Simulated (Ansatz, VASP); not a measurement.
**One calculation of ZnO, two programs**

```
Zn O
1.0
     3.38661    0.00000    0.00000
    -1.69330    2.93289    0.00000
     0.00000    0.00000    7.02348
Zn O
2 2
Direct
  0.00000 0.00000 0.75000
  0.00000 0.00000 0.25000
  0.33333 0.66667 0.25000
  0.66667 0.33333 0.75000
```

Change from the starting cell: strain +0.030 along x and y, -0.015 along z, atoms carried along.

Alike in both runs: task single point; functional PBEsol; k mesh 9 × 9 × 4; occupations gaussian, width 0.05 eV; no spin polarisation.

```csv
,VASP,Ansatz
version,VASP 6.6.1,Ansatz 0.2.0
potentials or method,"VASP PAW PBE potentials, release 64 (Zn, O), cutoff 520 eV","scalar-relativistic, plane waves, PAW"
valence electrons in the cell,36,36
```

|  | VASP | Ansatz | Ansatz less VASP |
| --- | --- | --- | --- |
| gap on the k mesh at the Fermi level (eV) | 0.67 | 0.67 | +0.004 |
| least direct gap on the mesh (eV) | 0.67 | 0.67 | +0.004 |
| pressure (GPa) | -10.3 | -10.7 | -0.49 |
| traceless stress, the component that is largest in VASP (GPa) | 9.33 | 9.91 | +0.577 |

VASP's potentials were made for PBE, not for PBEsol.
